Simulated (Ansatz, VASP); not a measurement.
One calculation of MgO, two programs

```
CELL_PARAMETERS angstrom
0.00000 2.12751 2.12751
2.12751 0.00000 2.12751
2.12751 2.12751 0.00000
ATOMIC_POSITIONS crystal
Mg 0.00000 0.00000 0.00000
O 0.50000 0.50000 0.50000
```

Alike in both runs: task single point; functional PBE; k mesh 14 × 14 × 14; no spin polarisation.

|  | VASP | Ansatz |
| --- | --- | --- |
| version | VASP 6.6.1 | Ansatz 0.2.0 |
| potentials or method | VASP PAW PBE potentials, release 64 (Mg, O), cutoff 520 eV | scalar-relativistic, plane waves, PAW |
| occupations | methfessel-paxton of order 1, width 0.01 eV | cold, width 0.01 eV |
| valence electrons in the cell | 8 | 16 |

|  | VASP | Ansatz | Ansatz less VASP |
| --- | --- | --- | --- |
| pressure (GPa) | -0.9 | -0.1 | +0.75 |

VASP's potentials hold 8 valence electrons a cell and Ansatz's 16, so a difference there can come from the potentials and not from the codes.
